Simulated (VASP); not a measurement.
# GeW (P4/mmm) in VASP: relaxation of cell and atoms with PBE

Aim: the relaxation of cell and atoms of GeW with PBE.

Everything below comes from runs of VASP 6.6.1. Logs are shortened: lines on timing, memory, paths and dates and some standing lists are left out, and cuts for length are marked.

### Step 1. The cell of the first run

It takes space group P4/mmm (No. 123, tetragonal). Conventional cell: a = 2.998 Å, b = 2.998 Å, c = 3.930 Å, α = 90.00°, β = 90.00°, γ = 90.00°. Ge (site symmetry 4/mmm) has 8 W at 2.89 Å and 4 Ge at 3.00 Å within 3.8 Å. W (site symmetry 4/mmm) has 8 Ge at 2.89 Å and 4 W at 3.00 Å within 3.8 Å.

### Step 2. Relaxation of cell and atoms, PBE

Contents of INCAR:

```
SYSTEM = GeW
PREC = Accurate
ENCUT = 600
EDIFF = 1E-7
ISMEAR = 0
SIGMA = 0.1
LREAL = .FALSE.
LASPH = .TRUE.
NELM = 80
ALGO = Normal
ISIF = 3
LWAVE = .FALSE.
LCHARG = .FALSE.
GGA = PE
IBRION = 2
NSW = 90
EDIFFG = -0.04
```

Contents of KPOINTS:

```
regular mesh
0
G
  6 6 4
  0 0 0
```

Contents of POSCAR:

```
GeW
1.0
    2.9983100207      0.0000000000      0.0000000000
    0.0000000000      2.9983100207      0.0000000000
    0.0000000000      0.0000000000      3.9299277772
Ge W
1 1
Direct
    0.5000000000      0.5000000000      0.5000000000
    0.0000000000      0.0000000000      0.0000000000
```

Potentials or basis: VASP PAW PBE potentials, release 64 (Ge_d, W_sv).

Run with:

```console
> cat potpaw_PBE.64/Ge_d/POTCAR potpaw_PBE.64/W_sv/POTCAR > POTCAR
> mpirun -np 1 vasp_std > vasp.out
```

OUTCAR:

```text
SYSTEM = GeW
   PREC = Accurate
   ENCUT = 600
   EDIFF = 1E-7
   ISMEAR = 0
   LREAL = .FALSE.
   LASPH = .TRUE.
   NELM = 80
   ISIF = 3
   GGA = PE
   IBRION = 2
   NSW = 90
   EDIFFG = -0.04

 ion  position               nearest neighbor table
   1  0.500  0.500  0.500-   2 2.89   2 2.89   2 2.89   2 2.89   2 2.89   2 2.89   2 2.89   2 2.89

   2  0.000  0.000  0.000-   1 2.89   1 2.89   1 2.89   1 2.89   1 2.89   1 2.89   1 2.89   1 2.89

  LATTYP: Found a simple tetragonal cell.
 ALAT       =     2.9983100207
 C/A-ratio  =     1.3107142857

  Lattice vectors:

 A1 = (   2.9983100207,   0.0000000000,   0.0000000000)
 A2 = (   0.0000000000,   2.9983100207,   0.0000000000)
 A3 = (   0.0000000000,   0.0000000000,   3.9299277772)

Analysis of symmetry for initial positions (statically):
=====================================================================
 Subroutine PRICEL returns:
 Original cell was already a primitive cell.

 Routine SETGRP: Setting up the symmetry group for a
 simple tetragonal supercell.

 Subroutine GETGRP returns: Found 16 space group operations
 (whereof 16 operations were pure point group operations)
 out of a pool of 16 trial point group operations.

The static configuration has the point symmetry D_4h.

Analysis of symmetry for dynamics (positions and initial velocities):
=====================================================================
 Subroutine PRICEL returns:
 Original cell was already a primitive cell.

 Routine SETGRP: Setting up the symmetry group for a
 simple tetragonal supercell.

 Subroutine GETGRP returns: Found 16 space group operations
 (whereof 16 operations were pure point group operations)
 out of a pool of 16 trial point group operations.

The dynamic configuration has the point symmetry D_4h.

 Subroutine INISYM returns: Found 16 space group operations
 (whereof 16 operations are pure point group operations),
 and found     1 'primitive' translations

----------------------------------------------------------------------------------------

                                     Primitive cell

  volume of cell :      35.3295

  direct lattice vectors                    reciprocal lattice vectors
     2.998310021  0.000000000  0.000000000     0.333521215  0.000000000  0.000000000
     0.000000000  2.998310021  0.000000000     0.000000000  0.333521215  0.000000000
     0.000000000  0.000000000  3.929927777     0.000000000  0.000000000  0.254457602

  length of vectors
     2.998310021  2.998310021  3.929927777     0.333521215  0.333521215  0.254457602

  position of ions in fractional coordinates (direct lattice)
     0.500000000  0.500000000  0.500000000
     0.000000000  0.000000000  0.000000000

  ion indices of the primitive-cell ions
   primitive index   ion index
                 1           1
                 2           2

----------------------------------------------------------------------------------------

 KPOINTS: regular mesh

Automatic generation of k-mesh.
 Grid dimensions read from file:
 generate k-points for:    6    6    4

 Generating k-lattice:

  Cartesian coordinates                     Fractional coordinates (reciprocal lattice)
     0.055586869  0.000000000  0.000000000     0.166666667  0.000000000  0.000000000
     0.000000000  0.055586869  0.000000000     0.000000000  0.166666667  0.000000000
     0.000000000  0.000000000  0.063614401     0.000000000  0.000000000  0.250000000

  Length of vectors
     0.055586869  0.055586869  0.063614401

  Shift w.r.t. Gamma in fractional coordinates (k-lattice)
     0.000000000  0.000000000  0.000000000

 Subroutine IBZKPT returns following result:
 ===========================================

 Found     30 irreducible k-points:

 Following reciprocal coordinates:
            Coordinates               Weight
  0.000000  0.000000  0.000000      1.000000
  0.166667  0.000000  0.000000      4.000000
  0.333333  0.000000  0.000000      4.000000
  0.500000  0.000000  0.000000      2.000000
  0.166667  0.166667  0.000000      4.000000
  0.333333  0.166667  0.000000      8.000000
[... 16 lines left out ...]
  0.333333  0.000000  0.500000      4.000000
  0.500000  0.000000  0.500000      2.000000
 [... further k-points ...]
   k-points           NKPTS =     30   k-points in BZ     NKDIM =     30   number of bands    NBANDS=     18
   number of dos      NEDOS =    301   number of ions     NIONS =      2
   total plane-waves  NPLWV =  18432
   dimension x,y,z NGX =    24 NGY =   24 NGZ =   32
   dimension x,y,z NGXF=    48 NGYF=   48 NGZF=   64
   ions per type =               1   1
   NGX,Y,Z   is equivalent  to a cutoff of  13.31, 13.31, 13.54 a.u.
   NGXF,Y,Z  is equivalent  to a cutoff of  26.61, 26.61, 27.07 a.u.
 SYSTEM =  GeW
   PREC   = accura    normal or accurate (medium, high low for compatibility)
   ISTART =      0    job   : 0-new  1-cont  2-samecut
   ICHARG =      2    charge: 1-file 2-atom 10-const
   ISPIN  =      1    spin polarized calculation?
   LNONCOLLINEAR =      F non collinear calculations
   LSORBIT =      F    spin-orbit coupling
   LASPH  =      T    aspherical Exc in radial PAW
   ENCUT  =  600.0 eV  44.10 Ry    6.64 a.u.   5.99  5.99  7.85*2*pi/ulx,y,z
   NELM   =     80;   NELMIN=  2; NELMDL= -5     # of ELM steps
   EDIFF  = 0.1E-06   stopping-criterion for ELM
   LREAL  =      F    real-space projection
   EDIFFG = -.4E-01   stopping-criterion for IOM
   NSW    =     90    number of steps for IOM
   IBRION =      2    ionic relax: 0-MD 1-quasi-New 2-CG
   NFREE  =      1    steps in history (QN), initial steepest desc. (CG)
   ISIF   =      3    stress and relaxation
   ISYM   =      2    0-nonsym 1-usesym 2-fastsym
   POTIM  = 0.5000    time-step for ionic-motion
   TEBEG  =    0.0;   TEEND  =   0.0 temperature during run
   PSTRESS=    0.0 pullay stress
   NELECT =      28.0000    total number of electrons
   NUPDOWN=      -1.0000    fix difference up-down
   EMIN   =  10.00;   EMAX   =-10.00  energy-range for DOS
   EFERMI =   0.00;   METHOD = LEGACY
   ISMEAR =     0;   SIGMA  =   0.10  broadening in eV -4-tet -1-fermi 0-gaus
   EFERMI_NEDOS =   21; number of points for ismear=-14 and -15
   IALGO  =     38    algorithm
   IMIX   =      4    mixing-type and parameters
     AMIX     =   0.40;   BMIX     =  1.00
     AMIX_MAG =   1.60;   BMIX_MAG =  1.00
  volume/ion in A,a.u.               =      17.66       119.21
  Fermi-wavevector in a.u.,A,eV,Ry     =   1.515008  2.862950 31.228767  2.295250
  Thomas-Fermi vector in A             =   2.624589
   LORBIT       =      0    0 simple, 1 ext, 2 COOP (PROOUT), +10 PAW based schemes
   GGA     = PE    functional components
   LHFCALC =     F    Hartree Fock is set to
   AEXX    =    0.0000 exact exchange contribution
   IVDW    =     0    specifies the selected vdW correction
   LEPSILON=     F    determine dielectric tensor
   LRPA    =     F    only Hartree local field effects (RPA)
 conjugate gradient relaxation of ions
 non-spin polarized calculation
 Gauss-broadening in eV      SIGMA  =   0.10
  energy-cutoff  :      600.00
  volume of cell :       35.33
 maximum number of plane-waves:      1216
 NGX is ok and might be reduce to    24
   NGX = 11   NGY = 11   NGZ = 15

--------------------------------------- Ionic step        1  -------------------------------------------

 number of electron      27.9999991 magnetization

 Free energy of the ion-electron system (eV)
  ---------------------------------------------------
  ext. energy  EPLUGINS =         0.00000000
  ---------------------------------------------------
  free energy    TOTEN  =       -15.87451519 eV

  energy without entropy =      -15.85132724  energy(sigma->0) =      -15.86292122

------------------------ aborting loop because EDIFF is reached ----------------------------------------

  FORCE on cell =-STRESS in cart. coord.  units (eV):
  Direction    XX          YY          ZZ          XY          YZ          ZX
  --------------------------------------------------------------------------------------
  -------------------------------------------------------------------------------------
  Total       -2.9814088     -2.9814088     -5.0496194      0.0000000     -0.0000000      0.0000000
  in kB     -135.2055369   -135.2055369   -228.9979453      0.0000000     -0.0000000      0.0000000
  external PRESSURE =    -166.4696730 kB  Pullay stress =       0.0000000 kB
[... 89 lines left out ...]
  FREE ENERGIE OF THE ION-ELECTRON SYSTEM (eV)
  ---------------------------------------------------
  free  energy   TOTEN  =       -16.1365276962 eV

  energy  without entropy=      -16.1153670956  energy(sigma->0) =      -16.12594740

 E-fermi :   9.8933     XC(G=0): -12.9754

 val. band max:        9.8716372575   @ k =   0.1667   0.1667   0.2500
 cond. band min:       9.9040264326   @ k =   0.1667   0.0000   0.0000
 fundamental gap:      0.0323891751
 Fermi energy:         9.8932970367

 k-point     1 :       0.0000    0.0000    0.0000
  band No.  band energies     occupation
      1     -64.1141      2.00000
      2     -28.2510      2.00000
      3     -28.2510      2.00000
      4     -28.1704      2.00000
      5     -14.3900      2.00000
      6     -14.3842      2.00000
[... 10 lines left out ...]
     17      12.1348      0.00000
     18      12.1654      0.00000
[... 466 lines left out ...]
      2     -28.4566      2.00000
      3     -28.3789      2.00000
      4     -28.2091      2.00000
      5     -14.3882      2.00000
      6     -14.3648      2.00000
[... 10 lines left out ...]
     17      13.5147      0.00000
     18      14.8502      0.00000

 [... further k-points ...]

[... ionic steps 4 to 10 ...]

--------------------------------------- Ionic step       11  -------------------------------------------

 number of electron      28.0000020 magnetization

------------------------ aborting loop because EDIFF is reached ----------------------------------------

  FORCE on cell =-STRESS in cart. coord.  units (eV):
  Direction    XX          YY          ZZ          XY          YZ          ZX
  --------------------------------------------------------------------------------------
  -------------------------------------------------------------------------------------
  Total        0.0638316      0.0638316      0.2105066      0.0000000     -0.0000000      0.0000000
  in kB        3.3158238      3.3158238     10.9350590      0.0000000     -0.0000000      0.0000000
  external PRESSURE =       5.8555689 kB  Pullay stress =       0.0000000 kB
[... 57 lines left out ...]
  energy  without entropy=      -16.5555616975  energy(sigma->0) =      -16.56527233

--------------------------------------- Ionic step       13  -------------------------------------------

 number of electron      28.0000017 magnetization

 Free energy of the ion-electron system (eV)
  ---------------------------------------------------
  ext. energy  EPLUGINS =         0.00000000
  ---------------------------------------------------
  free energy    TOTEN  =       -16.57511111 eV

  energy without entropy =      -16.55544898  energy(sigma->0) =      -16.56528005

 E-fermi :  10.1905     XC(G=0): -13.0903

 val. band max:       10.1900831038   @ k =   0.5000   0.0000   0.5000
 cond. band min:      10.2123542912   @ k =   0.3333   0.1667   0.2500
 fundamental gap:      0.0222711874
 Fermi energy:        10.1905161144

 k-point     1 :       0.0000    0.0000    0.0000
  band No.  band energies     occupation
      1     -63.8093      2.00000
      2     -27.9342      2.00000
      3     -27.9342      2.00000
      4     -27.9011      2.00000
      5     -14.1290      2.00000
      6     -14.1063      2.00000
[... 10 lines left out ...]
     17      12.6839      0.00000
     18      12.6839      0.00000
[... 466 lines left out ...]
      2     -28.1847      2.00000
      3     -28.0830      2.00000
      4     -27.8908      2.00000
      5     -14.1153      2.00000
      6     -14.0969      2.00000
[... 10 lines left out ...]
     17      14.0340      0.00000
     18      15.1701      0.00000

 [... further k-points ...]

------------------------ aborting loop because EDIFF is reached ----------------------------------------

  FORCE on cell =-STRESS in cart. coord.  units (eV):
  Direction    XX          YY          ZZ          XY          YZ          ZX
  --------------------------------------------------------------------------------------
  -------------------------------------------------------------------------------------
  Total        0.0174583      0.0174583      0.0737312      0.0000000      0.0000000     -0.0000000
  in kB        0.9050690      0.9050690      3.8223605      0.0000000      0.0000000     -0.0000000
  external PRESSURE =       1.8774995 kB  Pullay stress =       0.0000000 kB
[... 17 lines left out ...]
  FREE ENERGIE OF THE ION-ELECTRON SYSTEM (eV)
  ---------------------------------------------------
  free  energy   TOTEN  =       -16.5751111075 eV

  energy  without entropy=      -16.5554489839  energy(sigma->0) =      -16.56528005

 reached required accuracy - stopping structural energy minimisation
```

Run time: 62 s. Hardware: 1 thread of Intel Xeon 6975P-C (Granite Rapids), shared host; peak memory 0.18 GiB.

What came out:

```
Free energy                            : -16.5751 eV
Relaxed volume                         : 15.45 Å³/atom
Relaxed cell                           : a = 3.112 Å, b = 3.112 Å, c = 3.192 Å, α = 90.00°, β = 90.00°, γ = 90.00°
Space group after relaxing (to 0.05 Å) : P4/mmm (No. 123)
Energy gained by relaxing              : 350.3 meV/atom
Ionic steps                            : 13
Pressure after relaxing                : 0.2 GPa
Band gap on the k mesh                 : zero (band 14 reaches 13.65 eV, above the bottom of band 15 at 9.84 eV)
```

Step by step:
| step | energy change (eV) | largest force (eV/Å) | pressure (GPa) | volume (Å³) |
| --- | --- | --- | --- | --- |
| 1 | 0.0000 | 0.0000 | -16.65 | 35.33 |
| 2 | 0.2193 | 0.0000 | 45.65 | 26.72 |
| 3 | -0.2620 | 0.0000 | 1.85 | 31.26 |
| 4 | -0.5230 | 0.0000 | 4.90 | 30.45 |
| 5 | -0.1723 | 0.0000 | 39.37 | 27.03 |
| 6 | -0.6297 | 0.0000 | 13.61 | 29.18 |
| 7 | -0.6495 | 0.0000 | 11.16 | 29.47 |
| 8 | -0.6879 | 0.0000 | -3.95 | 31.55 |
| 9 | -0.7000 | 0.0000 | 0.87 | 30.80 |
| 10 | -0.7000 | 0.0000 | 0.38 | 30.87 |
| 11 | -0.7000 | 0.0000 | 0.59 | 30.84 |
| 12 | -0.7005 | 0.0000 | 0.32 | 30.88 |
| 13 | -0.7006 | 0.0000 | 0.19 | 30.91 |

Final structure:
```
CELL_PARAMETERS angstrom
3.11153 0.00000 0.00000
0.00000 3.11153 0.00000
0.00000 0.00000 3.19215
ATOMIC_POSITIONS crystal
Ge 0.50000 0.50000 0.50000
W 0.00000 0.00000 0.00000
```

Caveat: the k points lie up to 0.49 Å⁻¹ apart in the final cell; spin-orbit coupling is left out, which moves the levels of the heavy elements.
